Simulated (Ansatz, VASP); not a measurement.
## KTaO3: VASP beside Ansatz

The input INCAR:

```
SYSTEM = KTaO3
  ALGO = Normal
  EDIFF = 1E-7
  ENCUT = 520
  GGA = PS
  ISIF = 2
  ISMEAR = 0
  LASPH = .True.
  LCHARG = .True.
  LELF = .True.
  LREAL = .False.
  LVHAR = .True.
  LWAVE = .False.
  NBANDS = 27
  NELM = 80
  PREC = Accurate
  SIGMA = 0.05
```

File KPOINTS:

```
k-points
0
Gamma
  8 8 8
  0 0 0
```

Contents of POSCAR:

```
KTaO3
1.0
    4.5831618048      0.0000000000      0.0000000000
    0.0000000000      3.9853580911      0.0000000000
    0.0000000000      0.0000000000      4.4237474811
K Ta O
1 1 3
Direct
    0.5000000000      0.5000000000      0.5000000000
    0.0000000000      0.0000000000      0.0000000000
    0.5000000000      0.0000000000      0.0000000000
    0.0000000000      0.5000000000      0.0000000000
    0.0000000000      0.0000000000      0.5000000000
```

Input for Ansatz:

```yaml
crystal:
  lattice:
    - [4.5831618048, 0.0, 0.0]
    - [0.0, 3.9853580911, 0.0]
    - [0.0, 0.0, 4.4237474811]
  atoms:
    - { symbol: K, position: [0.5, 0.5, 0.5] }
    - { symbol: Ta, position: [0.0, 0.0, 0.0] }
    - { symbol: O, position: [0.5, 0.0, 0.0] }
    - { symbol: O, position: [0.0, 0.5, 0.0] }
    - { symbol: O, position: [0.0, 0.0, 0.5] }
basis:
  ecutwfc: 520.0
kpoints:
  mp_grid: { grid: [8, 8, 8] }
hamiltonian:
  xc: pbesol
  pseudopotentials: { kind: paw }
scf:
  occupations: { method: gaussian, width: 0.05 }
output:
  forces: true
  stress: true
  eigenvalues: true
```

Change from the starting cell: normal strain along x +0.1500, normal strain along z +0.1100.

Alike in both runs: task single point; functional PBEsol; k mesh 8 × 8 × 8; occupations gaussian, width 0.05 eV; no spin polarisation.

```csv
,VASP,Ansatz
version,VASP 6.6.1,Ansatz 0.2.0
potentials or method,"VASP PAW PBE potentials, release 64 (K_sv, Ta_pv, O), cutoff 520 eV","scalar-relativistic, plane waves, PAW"
valence electrons in the cell,38,40
```

|  | VASP | Ansatz | Ansatz less VASP |
| --- | --- | --- | --- |
| gap on the k mesh at the Fermi level (eV) | 1.32 | 1.35 | +0.029 |
| least direct gap on the mesh (eV) | 1.70 | 1.73 | +0.030 |
| pressure (GPa) | -24.9 | -25.2 | -0.23 |
| traceless stress, the component that is largest in VASP (GPa) | 13.21 | 13.01 | -0.200 |

VASP's potentials were made for PBE, not for PBEsol. VASP's potentials hold 38 valence electrons a cell and Ansatz's 40, so a difference there can come from the potentials and not from the codes.

Spin-orbit coupling is off throughout.
